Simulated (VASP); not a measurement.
A run of VASP 6.6.1:

File INCAR:

```
PREC = Accurate
ENCUT = 520
EDIFF = 1E-6
ISMEAR = 0
SIGMA = 0.1
LREAL = F
LASPH = T
NELM = 60
ALGO = Normal
ISIF = 2
LWAVE = F
LCHARG = F
GGA = PS
NBANDS = 46
```

Contents of KPOINTS:

```
regular mesh
0
Gamma
  10 10 4
```

The input POSCAR:

```
NbP
1.0
    3.3866550357      0.0000000000      0.0000000000
    0.0000000000      3.3866550357      0.0000000000
    0.0000000000      0.0000000000     11.0894485677
Nb P
4 4
Direct
    0.5000000000      0.5000000000      0.0010248331
    0.0000000000      0.5000000000      0.7510248331
    0.0000000000      0.0000000000      0.5010248331
    0.5000000000      0.0000000000      0.2510248331
    0.0000000000      0.0000000000      0.0816037419
    0.5000000000      0.0000000000      0.8316037419
    0.5000000000      0.5000000000      0.5816037419
    0.0000000000      0.5000000000      0.3316037419
```

Potentials or basis: VASP PAW PBE potentials, release 64 (Nb_sv, P).

Launch:

```sh
$ cat potpaw_PBE.64/Nb_sv/POTCAR potpaw_PBE.64/P/POTCAR > POTCAR
$ mpirun -np 1 vasp_std > vasp.out
```

Hardware: 1 thread of Oxide Virtual Turin-like Processor, on a shared host.

**Question.** Estimate the wall time of this run.

**Answer.** Wall time 14 min on 1 thread of Oxide Virtual Turin-like Processor (shared host), peak memory 0.39 GiB. Counts: scf iterations 14, k points 63.
